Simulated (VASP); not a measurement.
## Hf: single point with PBE

Crystal: Hf.

```
Hf
1.0
     3.16245    0.00000    0.00000
    -1.58122    2.73876    0.00000
     0.00000    0.00000    4.99704
Hf
2
Direct
  0.33333 0.66667 0.25000
  0.66667 0.33333 0.75000
```

This cell differs from its parent crystal: volume scaled by 0.960.

| Item | Value |
| --- | --- |
| Program | VASP 6.6.1 |
| Task | single point |
| Functional | PBE |
| Potentials or basis | VASP PAW PBE potentials, release 64 (Hf_pv) |
| Cutoff | 520 eV |
| k mesh | 16 × 16 × 10 |
| Occupations | gaussian, width 0.05 eV |
| Spin | no spin polarisation |

```
Pressure               : 4.2 GPa
Band gap on the k mesh : zero (band 10 reaches 6.34 eV, above the bottom of band 11 at 4.79 eV)
```

Levels at points of the mesh, in eV from the Fermi level:
| k point | band 8 | band 9 | band 10 | band 11 | band 12 | band 13 |
| --- | --- | --- | --- | --- | --- | --- |
| (0.00, 0.00, 0.00) | -3.82 | 0.77 | 1.18 | 1.18 | 1.49 | 2.04 |
| (0.50, 0.00, 0.00) | -2.88 | -2.34 | -0.76 | 0.77 | 0.92 | 1.75 |
| (0.00, 0.00, 0.50) | -5.46 | 0.14 | 0.14 | 1.06 | 1.06 | 1.06 |
| (0.50, 0.00, 0.50) | -3.52 | -1.05 | -1.05 | 1.28 | 1.28 | 2.71 |

Run time: 46 s on 1 thread of Intel(R) Xeon(R) 6975P-C (Granite Rapids), on a shared host, peak memory 0.24 GiB.

Caveat: spin-orbit coupling is left out, which moves the levels of the heavy elements.
